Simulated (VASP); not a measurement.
Runs of VASP 6.6.1 on RbBr. The structure is that of space group Fm-3m (No. 225), or close to it. The cells are those of the table. 

| task | level | cell | cutoff (eV) | smearing | gap on the mesh (eV) | pressure (GPa) | relaxed volume (Å³/atom) |
| --- | --- | --- | --- | --- | --- | --- | --- |
| relaxation of cell and atoms | PBE | relaxed from a = 4.847 Å, angles 60.0°, 2 atoms | 600 | fermi-dirac 0.02 eV | (a) | 0.0 | 43.33 |
| single point | r2SCAN | a = 4.894 Å, angles 60.0°, 2 atoms | 520 | gaussian 0.01 eV | 4.89 | 0.0 | - |
| relaxation of cell and atoms | r2SCAN | relaxed from a = 4.962 Å, angles 60.0°, 2 atoms | 600 | fermi-dirac 0.02 eV | (b) | 0.0 | 41.59 |
| single point | r2SCAN | a = 4.894 Å, angles 60.0°, 2 atoms | 520 | fermi-dirac 0.02 eV | 4.89 | 0.0 | - |
| single point | PBE | a = 4.962 Å, angles 60.0°, 2 atoms | 520 | fermi-dirac 0.02 eV | 4.19 | 0.0 | - |

Alike in all rows: potentials or basis VASP PAW PBE potentials, release 64 (Rb_sv, Br); no spin polarisation; k mesh 6 × 6 × 6.

**Question.** Estimate the missing entries.

**Answer.** (a) 4.18; (b) 4.88.

Caveats: the PAW data sets were made with another functional, which shifts forces and pressure a little (some runs).

A k mesh can miss the band edges, and the runs leave out spin-orbit coupling on Br, Rb.
